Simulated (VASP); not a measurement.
Write the native input for VASP 6.6.1 that does the following.

```
Task                   : single point
Functional             : LDA
Potentials or basis    : VASP PAW LDA potentials, release 64 (Ti_sv, B)
Cutoff                 : 520 eV
k mesh                 : 13 × 13 × 13
Occupations            : fermi-dirac, width 0.05 eV
Spin                   : no spin polarisation
Dipole correction      : no
Further INCAR settings : ALGO = Normal; EDIFF = 1e-06; NBANDS = 14
```

The structure of TiB lies in POSCAR:

```
TiB
1.0
    0.0000000000      2.0581104144      2.0581104144
    2.0581104144      0.0000000000      2.0581104144
    2.0581104144      2.0581104144      0.0000000000
Ti B
1 1
Direct
    0.7500000000      0.7500000000      0.7500000000
    0.0000000000      0.0000000000      0.0000000000
```

This cell differs from its parent crystal: volume scaled by 0.94.

The input as run:

INCAR

```
PREC     = Accurate       # precision mode
ENCUT    = 520            # plane-wave cutoff, eV
EDIFF    = 1E-6           # SCF threshold, eV
ISMEAR   = -1             # smearing method
SIGMA    = 0.05           # smearing width, eV
LREAL    = False          # projectors in reciprocal space
LASPH    = True           # aspherical terms in the spheres
NELM     = 100            # most SCF steps
ALGO     = Normal         # electronic algorithm
ISIF     = 2              # what is computed and relaxed
LWAVE    = False          # write WAVECAR
LCHARG   = True           # write CHGCAR
LELF     = True           # ELF
LVHAR    = True         
NBANDS   = 14             # bands
```

KPOINTS

```
regular mesh
0
Gamma
  13 13 13
```

Potentials or basis: VASP PAW LDA potentials, release 64 (Ti_sv, B).

The run is started by

```bash
$ cat potpaw_LDA.64/Ti_sv/POTCAR potpaw_LDA.64/B/POTCAR > POTCAR
$ mpirun -np 1 vasp_std > vasp.out
```

It gave:

```yaml
Pressure: 133.3 GPa
```

It took 13 s on 1 thread of AMD EPYC 9R45 96-Core Processor (Zen 5), with other jobs on the host, peak memory 0.11 GiB.
